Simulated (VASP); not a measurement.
Write the native input for VASP 6.6.1 that does the following.

```yaml
Task: relaxation of cell and atoms
Functional: LDA
Potentials_or_basis: VASP PAW LDA potentials, release 64 (Au)
Cutoff: 600 eV
k_mesh: 24 × 24 × 24
Occupations: gaussian, width 0.05 eV
Spin: no spin polarisation
Dipole_correction: no
Further_INCAR_settings: ALGO = Normal; EDIFF = 1e-07; IBRION = 2; EDIFFG = -0.001; NSW = 80; ISIF = 3
```

The structure of Au lies in POSCAR:

```
Au
1.0
    0.0000000000      2.0350000000      2.0350000000
    2.0350000000      0.0000000000      2.0350000000
    2.0350000000      2.0350000000      0.0000000000
Au
1
Direct
    0.0000000000      0.0000000000      0.0000000000
```

These files were run (other wordings do the same):

INCAR

```
  PREC = Accurate
  ENCUT = 600
  EDIFF = 1E-7
  ISMEAR = 0
  SIGMA = 0.05
  LREAL = F
  LASPH = T
  NELM = 60
  ALGO = Normal
  ISIF = 3
  LWAVE = F
  LCHARG = F
  GGA = CA
  IBRION = 2
  NSW = 80
  EDIFFG = -0.001
```

KPOINTS

```
regular mesh
0
Gamma
  24 24 24
```

Potentials or basis: VASP PAW LDA potentials, release 64 (Au).

The run is started by

```console
$ cat potpaw_LDA.64/Au/POTCAR > POTCAR
$ mpirun -np 1 vasp_std > vasp.out
```

Results of the run:

- Relaxed volume: 16.63 Å³/atom
- Relaxed cell: a = 2.865 Å, b = 2.865 Å, c = 2.865 Å, α = 60.00°, β = 60.00°, γ = 60.00°
- Space group after relaxing (to 0.05 Å): Fm-3m (No. 225)
- Energy gained by relaxing: 1.8 meV/atom
- Ionic steps: 6
- Pressure after relaxing: 0.0 GPa

Wall time 5.1 min on 1 thread of AMD EPYC 7R13 Processor (Zen 3), on a shared host, peak memory 0.17 GiB.
